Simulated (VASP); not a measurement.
Here is a VASP 6.6.1 calculation.

The input INCAR:

```
ALGO = Normal
EDIFF = 1E-7
EDIFFG = -0.001
ENCUT = 600
GGA = PS
IBRION = 2
ISIF = 4
ISMEAR = -1
LASPH = True
LCHARG = False
LREAL = False
LWAVE = False
NELM = 100
NSW = 80
PREC = Accurate
SIGMA = 0.15
```

KPOINTS

```
k-points
0
Gamma
  18 18 10
```

Contents of POSCAR:

```
Al
1.0
    2.8212475785      0.0000000000      0.0000000000
   -1.4106237892      2.4432720733      0.0000000000
    0.0000000000      0.0000000000      4.6438406172
Al
2
Direct
    0.6666666667      0.3333333333      0.7500000000
    0.3333333333      0.6666666667      0.2500000000
```

Potentials or basis: VASP PAW PBE potentials, release 64 (Al).

Launch:

```sh
$ cat potpaw_PBE.64/Al/POTCAR > POTCAR
$ mpirun -np 1 vasp_std > vasp.out
```

**Question.** Estimate the band gap on the k mesh.

**Answer.** Zero (bands 3 and 4 overlap by 7.38 eV).

Final structure:
```
CELL_PARAMETERS angstrom
2.82172 0.00000 0.00000
-1.41086 2.44368 0.00000
0.00000 0.00000 4.64230
ATOMIC_POSITIONS crystal
Al 0.66667 0.33333 0.75000
Al 0.33333 0.66667 0.25000
```
